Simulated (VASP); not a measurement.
# MgSi32 (a cell with a defect) in VASP: single point with PBE

Aim: the single point of MgSi32 (a cell with a defect) with PBE.

All numbers are computed with VASP 6.6.1; they aren't measurements. Logs are shortened: lines on timing, memory, paths and dates and some standing lists are left out, and cuts for length are marked.

**1. The cell of the first run**

The cell holds a defect, 33 atoms: a = 9.474 Å, b = 9.474 Å, c = 9.474 Å, α = 109.47°, β = 109.47°, γ = 109.47°.

**2. Single point, PBE**

Input file INCAR:

```
ALGO = Normal
EDIFF = 1E-7
ENCUT = 520
GGA = PE
ISIF = 2
ISMEAR = 0
LASPH = T
LCHARG = T
LELF = T
LREAL = Auto
LVHAR = T
LWAVE = F
NBANDS = 87
NELECT = 128.0
NELM = 80
PREC = Accurate
SIGMA = 0.02
```

Input file KPOINTS:

```
Automatic mesh
0
Gamma
  2 2 2
  0.5 0.5 0.5
```

Input file POSCAR:

```
MgSi32
1.0
   -5.4700936587      5.4700936587     -5.4700936587
    5.4700936587      5.4700936587      5.4700936587
    5.4700936587     -5.4700936587     -5.4700936587
Si Mg
32 1
Direct
    0.2500149148      0.2460324419      0.7460260746
   -0.0039666597      0.5000082577      0.7460300051
    0.5000093546      0.2500011125      0.5000158445
    0.7500174140      0.7500000468      0.7500026976
    0.2500348413      0.5000221515      0.5116671075
    0.4999894281      0.0000119742      0.7499898093
    0.0000047531      0.7500048913      0.5000183124
    0.7500132093      0.2499970906      0.2500054086
    0.5039896338      0.5000014937      0.2539930002
    0.7384519813     -0.0115588514      0.4884551649
   -0.0039766230      0.2460265005      0.0000185554
    0.2499993758      0.7539825197      0.2539927260
   -0.0000118828      0.0000103289      0.2499903266
    0.7616518583      0.5000215116      0.0000373851
    0.5039841495      0.7539774924     -0.0000031078
    0.2500320077      0.0116178084      0.0000352828
    0.2499987359      0.2480450217      0.4983035337
   -0.0019361643      0.5000010367      0.4983149595
    0.5019765970      0.2502690238      0.2519761244
    0.7516982810      0.7497563581      0.5016977169
    0.2499775297      0.4999904336      0.2651811999
    0.4997631980      0.0016922014      0.5016883021
    0.0002754066      0.7519849305      0.2519822486
    0.7483019040      0.2480469412     -0.0000026508
    0.5151586382      0.4999902507     -0.0000293414
    0.7516826505      0.0016858944      0.2497608972
   -0.0150894126      0.2349230343      0.7349043272
    0.2499778953      0.7651162414     -0.0000285187
   -0.0019323252     -0.0016888193     -0.0000045703
    0.7483210079      0.5000004882      0.7480706466
    0.5019858290      0.7519879469      0.7502798409
    0.2499962679     -0.0016813240      0.7480725661
    0.2500926100      0.5000502132      0.0001165428
```

Potentials or basis: VASP PAW PBE potentials, release 64 (Si, Mg).

The run is started by

```sh
$ cat potpaw_PBE.64/Si/POTCAR potpaw_PBE.64/Mg/POTCAR > POTCAR
$ mpirun -np 1 vasp_std > vasp.out
```

OUTCAR:

```text
EDIFF = 1E-7
   ENCUT = 520
   GGA = PE
   ISIF = 2
   ISMEAR = 0
   LASPH = T
   LREAL = Auto
   NELECT = 128.0
   NELM = 80
   PREC = Accurate

 ion  position               nearest neighbor table
   1  0.250  0.246  0.746-  17 2.35  32 2.35  25 2.44  27 2.44  33 2.78
   2  0.996  0.500  0.746-  18 2.35  30 2.35  28 2.44  27 2.44  33 2.78
   3  0.500  0.250  0.500-  22 2.36  19 2.36  17 2.36  30 2.36
   4  0.750  0.750  0.750-  20 2.36  29 2.36  31 2.36  30 2.36
   5  0.250  0.500  0.512-  21 2.34  31 2.35  17 2.35  18 2.35
   6  0.500  0.000  0.750-  24 2.36  22 2.36  31 2.36  32 2.36
   7  0.000  0.750  0.500-  20 2.36  32 2.36  23 2.36  18 2.36
   8  0.750  0.250  0.250-  19 2.36  26 2.36  24 2.36  18 2.36
   9  0.504  0.500  0.254-  19 2.35  20 2.35  21 2.44  25 2.44  33 2.78
  10  0.738  0.988  0.488-  27 2.34  20 2.35  22 2.35  26 2.35
  11  0.996  0.246  0.000-  24 2.35  29 2.35  21 2.44  27 2.44  33 2.78
  12  0.250  0.754  0.254-  23 2.35  22 2.35  21 2.44  28 2.44  33 2.78
  13  1.000  0.000  0.250-  23 2.36  17 2.36  26 2.36  29 2.36
  14  0.762  0.500  0.000-  25 2.34  23 2.35  24 2.35  30 2.35
  15  0.504  0.754  1.000-  31 2.35  26 2.35  25 2.44  28 2.44  33 2.78
  16  0.250  0.012  0.000-  28 2.34  19 2.35  29 2.35  32 2.35
  17  0.250  0.248  0.498-   5 2.35   1 2.35  13 2.36   3 2.36
  18  0.998  0.500  0.498-   5 2.35   2 2.35   8 2.36   7 2.36
  19  0.502  0.250  0.252-  16 2.35   9 2.35   8 2.36   3 2.36
  20  0.752  0.750  0.502-  10 2.35   9 2.35   7 2.36   4 2.36
  21  0.250  0.500  0.265-   5 2.34  11 2.44  12 2.44   9 2.44  33 2.51
  22  0.500  0.002  0.502-  10 2.35  12 2.35   3 2.36   6 2.36
  23  0.000  0.752  0.252-  14 2.35  12 2.35  13 2.36   7 2.36
  24  0.748  0.248  1.000-  14 2.35  11 2.35   6 2.36   8 2.36
  25  0.515  0.500  1.000-  14 2.34   1 2.44  15 2.44   9 2.44  33 2.51
  26  0.752  0.002  0.250-  10 2.35  15 2.35   8 2.36  13 2.36
  27  0.985  0.235  0.735-  10 2.34   2 2.44   1 2.44  11 2.44  33 2.51
  28  0.250  0.765  1.000-  16 2.34   2 2.44  15 2.44  12 2.44  33 2.51
  29  0.998  0.998  1.000-  16 2.35  11 2.35   4 2.36  13 2.36
  30  0.748  0.500  0.748-  14 2.35   2 2.35   3 2.36   4 2.36
  31  0.502  0.752  0.750-   5 2.35  15 2.35   6 2.36   4 2.36
  32  0.250  0.998  0.748-  16 2.35   1 2.35   7 2.36   6 2.36
  33  0.250  0.500  0.000-  21 2.51  25 2.51  28 2.51  27 2.51   9 2.78  12 2.78  15 2.78  11 2.78
                             1 2.78   2 2.78

  LATTYP: Found a body centered cubic cell.
 ALAT       =    10.9401873174

  Lattice vectors:

 A1 = (  -5.4700936587,   5.4700936587,  -5.4700936587)
 A2 = (   5.4700936587,   5.4700936587,   5.4700936587)
 A3 = (   5.4700936587,  -5.4700936587,  -5.4700936587)

Analysis of symmetry for initial positions (statically):
=====================================================================
 Subroutine PRICEL returns:
 Original cell was already a primitive cell.

 Routine SETGRP: Setting up the symmetry group for a
 body centered cubic supercell.

 Subroutine GETGRP returns: Found  1 space group operations
 (whereof  1 operations were pure point group operations)
 out of a pool of 48 trial point group operations.

The static configuration has the point symmetry C_1 .

Analysis of symmetry for dynamics (positions and initial velocities):
=====================================================================
 Subroutine PRICEL returns:
 Original cell was already a primitive cell.

 Routine SETGRP: Setting up the symmetry group for a
 body centered cubic supercell.

 Subroutine GETGRP returns: Found  1 space group operations
 (whereof  1 operations were pure point group operations)
 out of a pool of 48 trial point group operations.

The dynamic configuration has the point symmetry C_1 .

 Subroutine INISYM returns: Found  1 space group operations
 (whereof  1 operations are pure point group operations),
 and found     1 'primitive' translations

----------------------------------------------------------------------------------------

                                     Primitive cell

  volume of cell :     654.7029

  direct lattice vectors                    reciprocal lattice vectors
    -5.470093659  5.470093659 -5.470093659     0.000000000  0.091406113 -0.091406113
     5.470093659  5.470093659  5.470093659     0.091406113  0.091406113  0.000000000
     5.470093659 -5.470093659 -5.470093659     0.091406113  0.000000000 -0.091406113

  length of vectors
     9.474480139  9.474480139  9.474480139     0.129267765  0.129267765  0.129267765

  position of ions in fractional coordinates (direct lattice)
     0.250014915  0.246032442  0.746026075
     0.996033340  0.500008258  0.746030005
     0.500009355  0.250001113  0.500015844
     0.750017414  0.750000047  0.750002698
     0.250034841  0.500022151  0.511667108
     0.499989428  0.000011974  0.749989809
[... 25 lines left out ...]
     0.249996268  0.998318676  0.748072566
     0.250092610  0.500050213  0.000116543

  ion indices of the primitive-cell ions
   primitive index   ion index
                 1           1
                 2           2
                 3           3
                 4           4
                 5           5
                 6           6
[... 25 lines left out ...]
                32          32
                33          33

----------------------------------------------------------------------------------------

 KPOINTS: Automatic mesh

Automatic generation of k-mesh.
 Grid dimensions read from file:
 generate k-points for:    2    2    2

 Generating k-lattice:

  Cartesian coordinates                     Fractional coordinates (reciprocal lattice)
     0.000000000  0.045703057 -0.045703057     0.500000000  0.000000000  0.000000000
     0.045703057  0.045703057  0.000000000     0.000000000  0.500000000  0.000000000
     0.045703057  0.000000000 -0.045703057     0.000000000  0.000000000  0.500000000

  Length of vectors
     0.064633882  0.064633882  0.064633882

  Shift w.r.t. Gamma in fractional coordinates (k-lattice)
     0.500000000  0.500000000  0.500000000

 Subroutine IBZKPT returns following result:
 ===========================================

 Found      4 irreducible k-points:

 Following reciprocal coordinates:
            Coordinates               Weight
  0.250000  0.250000  0.250000      2.000000
 -0.250000  0.250000  0.250000      2.000000
  0.250000 -0.250000  0.250000      2.000000
  0.250000  0.250000 -0.250000      2.000000
   k-points           NKPTS =      4   k-points in BZ     NKDIM =      4   number of bands    NBANDS=     87
   number of dos      NEDOS =    301   number of ions     NIONS =     33
   total plane-waves  NPLWV = 343000
   dimension x,y,z NGX =    70 NGY =   70 NGZ =   70
   dimension x,y,z NGXF=   140 NGYF=  140 NGZF=  140
   ions per type =              32   1
   NGX,Y,Z   is equivalent  to a cutoff of  12.28, 12.28, 12.28 a.u.
   NGXF,Y,Z  is equivalent  to a cutoff of  24.57, 24.57, 24.57 a.u.
 SYSTEM =  unknown system
   PREC   = accura    normal or accurate (medium, high low for compatibility)
   ISTART =      0    job   : 0-new  1-cont  2-samecut
   ICHARG =      2    charge: 1-file 2-atom 10-const
   ISPIN  =      1    spin polarized calculation?
   LNONCOLLINEAR =      F non collinear calculations
   LSORBIT =      F    spin-orbit coupling
   LASPH  =      T    aspherical Exc in radial PAW
   ENCUT  =  520.0 eV  38.22 Ry    6.18 a.u.  17.62 17.62 17.62*2*pi/ulx,y,z
   NELM   =     80;   NELMIN=  2; NELMDL= -5     # of ELM steps
   EDIFF  = 0.1E-06   stopping-criterion for ELM
   LREAL  =      T    real-space projection
   EDIFFG = 0.1E-05   stopping-criterion for IOM
   NSW    =      0    number of steps for IOM
   IBRION =     -1    ionic relax: 0-MD 1-quasi-New 2-CG
   NFREE  =      0    steps in history (QN), initial steepest desc. (CG)
   ISIF   =      2    stress and relaxation
   ISYM   =      2    0-nonsym 1-usesym 2-fastsym
   POTIM  = 0.5000    time-step for ionic-motion
   TEBEG  =    0.0;   TEEND  =   0.0 temperature during run
   PSTRESS=    0.0 pullay stress
   NELECT =     128.0000    total number of electrons
   NUPDOWN=      -1.0000    fix difference up-down
   EMIN   =  10.00;   EMAX   =-10.00  energy-range for DOS
   EFERMI =   0.00;   METHOD = LEGACY
   ISMEAR =     0;   SIGMA  =   0.02  broadening in eV -4-tet -1-fermi 0-gaus
   EFERMI_NEDOS =   21; number of points for ismear=-14 and -15
   IALGO  =     38    algorithm
   IMIX   =      4    mixing-type and parameters
     AMIX     =   0.40;   BMIX     =  1.00
     AMIX_MAG =   1.60;   BMIX_MAG =  1.00
  volume/ion in A,a.u.               =      19.84       133.88
  Fermi-wavevector in a.u.,A,eV,Ry     =   0.950160  1.795542 12.283394  0.902804
  Thomas-Fermi vector in A             =   2.078511
   LORBIT       =      0    0 simple, 1 ext, 2 COOP (PROOUT), +10 PAW based schemes
   GGA     = PE    functional components
   LHFCALC =     F    Hartree Fock is set to
   AEXX    =    0.0000 exact exchange contribution
   IVDW    =     0    specifies the selected vdW correction
   LEPSILON=     F    determine dielectric tensor
   LRPA    =     F    only Hartree local field effects (RPA)
 non-spin polarized calculation
 Gauss-broadening in eV      SIGMA  =   0.02
  energy-cutoff  :      520.00
  volume of cell :      654.70
 maximum number of plane-waves:     17628
 NGX is ok and might be reduce to    70
   NGX = 35   NGY = 35   NGZ = 35

 number of electron     128.0000003 magnetization

 Free energy of the ion-electron system (eV)
  ---------------------------------------------------
  ext. energy  EPLUGINS =         0.00000000
  ---------------------------------------------------
  free energy    TOTEN  =      -185.89463425 eV

  energy without entropy =     -185.89463425  energy(sigma->0) =     -185.89463425

 E-fermi :   5.1908     XC(G=0):  -9.3690

 val. band max:        5.0781308790   @ k =   0.2500   0.2500   0.2500
 cond. band min:       6.3127503940   @ k =   0.2500  -0.2500   0.2500
 fundamental gap:      1.2346195150
 Fermi energy:         5.1908449546

 k-point     1 :       0.2500    0.2500    0.2500
  band No.  band energies     occupation
      1      -5.4608      2.00000
      2      -5.2483      2.00000
      3      -5.2483      2.00000
      4      -5.2482      2.00000
      5      -3.5465      2.00000
      6      -3.5035      2.00000
[... 68 lines left out ...]
     75       7.3950      0.00000
     76       7.3951      0.00000

 k-point     2 :      -0.2500    0.2500    0.2500
  band No.  band energies     occupation
      1      -5.8309      2.00000
      2      -4.8835      2.00000
      3      -4.7766      2.00000
      4      -4.7765      2.00000
      5      -4.6824      2.00000
      6      -3.9898      2.00000
[... 68 lines left out ...]
     75       8.0387      0.00000
     76       8.0866      0.00000

 k-point     3 :       0.2500   -0.2500    0.2500
  band No.  band energies     occupation
      1      -5.8309      2.00000
      2      -4.8835      2.00000
      3      -4.7766      2.00000
      4      -4.7765      2.00000
      5      -4.6824      2.00000
      6      -3.9898      2.00000
[... 68 lines left out ...]
     75       8.0387      0.00000
     76       8.0866      0.00000

 k-point     4 :       0.2500    0.2500   -0.2500
  band No.  band energies     occupation
      1      -5.8309      2.00000
      2      -4.8835      2.00000
      3      -4.7765      2.00000
      4      -4.7765      2.00000
      5      -4.6824      2.00000
      6      -3.9898      2.00000
[... 68 lines left out ...]
     75       8.0387      0.00000
     76       8.0866      0.00000
 [bands above 76 left out]

------------------------ aborting loop because EDIFF is reached ----------------------------------------

  FORCE on cell =-STRESS in cart. coord.  units (eV):
  Direction    XX          YY          ZZ          XY          YZ          ZX
  --------------------------------------------------------------------------------------
  -------------------------------------------------------------------------------------
  Total      -12.3694480    -12.3686331    -12.3680830      0.0070303      0.0049252     -0.0057364
  in kB      -30.2702929    -30.2682987    -30.2669525      0.0172043      0.0120527     -0.0140380
  external PRESSURE =     -30.2685147 kB  Pullay stress =       0.0000000 kB

 VOLUME and BASIS-vectors are now :
 -----------------------------------------------------------------------------
  energy-cutoff  :      520.00
  volume of cell :      654.70
      direct lattice vectors                 reciprocal lattice vectors
    -5.470093659  5.470093659 -5.470093659     0.000000000  0.091406113 -0.091406113
     5.470093659  5.470093659  5.470093659     0.091406113  0.091406113  0.000000000
     5.470093659 -5.470093659 -5.470093659     0.091406113  0.000000000 -0.091406113

 POSITION                                       TOTAL-FORCE (eV/Angst)
 -----------------------------------------------------------------------------------
      4.05905     -1.36741     -4.10262         0.002163     -0.002459      0.001949
      1.36755      4.10263     -6.79416        -0.001305      0.001222     -0.000757
      1.36757      1.36749     -4.10270         0.000553      0.000110      0.000555
      4.10249      4.10265     -4.10268         0.000358     -0.000745      0.000438
      4.16632      1.30401     -1.43141        -0.001225      0.000739     -0.000104
      1.36759     -1.36746     -6.83744         0.000473     -0.000677     -0.000333
[... 25 lines left out ...]
      8.18542      2.73637      0.00137        -0.001581      0.000427      0.000398
      1.36793      4.10271      1.36665        -0.000532     -0.000963      0.002340
 -----------------------------------------------------------------------------------
    total drift:                               -0.010067      0.009610     -0.009705

  FREE ENERGIE OF THE ION-ELECTRON SYSTEM (eV)
  ---------------------------------------------------
  free  energy   TOTEN  =      -185.8946342487 eV

  energy  without entropy=     -185.8946342487  energy(sigma->0) =     -185.89463425
```

Wall time 12 min (1 thread of Oxide Virtual Turin-like, shared host); peak memory 0.69 GiB.

What came out:

```yaml
Free_energy: -185.8946 eV
Largest_force: 0.008 eV/Å
```

Forces in eV/Å, atoms in the order of the input:
```
Si   0.002 -0.002  0.002
Si  -0.001  0.001 -0.001
Si   0.001  0.000  0.001
Si   0.000 -0.001  0.000
Si  -0.001  0.001  0.000
Si   0.000 -0.001  0.000
Si   0.000  0.000  0.000
Si   0.000  0.000  0.001
Si   0.002 -0.002  0.003
Si  -0.002  0.000  0.001
Si  -0.002  0.002 -0.001
Si  -0.002  0.002 -0.001
Si   0.000 -0.001  0.000
Si   0.003 -0.003  0.004
Si   0.003 -0.002  0.002
Si  -0.001  0.001  0.000
Si  -0.001 -0.001 -0.001
Si   0.001 -0.001 -0.007
Si   0.002  0.001 -0.001
Si   0.000 -0.001 -0.002
Si   0.000  0.001  0.000
Si  -0.007 -0.001  0.001
Si   0.000  0.000  0.000
Si   0.000  0.000 -0.001
Si   0.002 -0.001  0.000
Si   0.000  0.002  0.001
Si   0.000 -0.001  0.000
Si   0.002  0.000 -0.001
Si   0.001  0.007  0.001
Si   0.000  0.000  0.000
Si   0.001  0.001  0.000
Si  -0.002  0.000  0.000
Mg  -0.001 -0.001  0.002
```

Levels at points of the mesh, in eV from the Fermi level:
| k point | band 60 | band 61 | band 62 | band 63 | band 64 | band 65 | band 66 | band 67 | band 68 | band 69 |
| --- | --- | --- | --- | --- | --- | --- | --- | --- | --- | --- |
| (0.25, 0.25, 0.25) | -0.20 | -0.20 | -0.11 | -0.11 | -0.11 | 1.59 | 1.92 | 1.92 | 1.92 | 2.03 |

Caveat: the cell carries a net charge on a neutralising background, which shifts energy and pressure; the cell is charged against a uniform background, so pressure and absolute levels hang on convention.
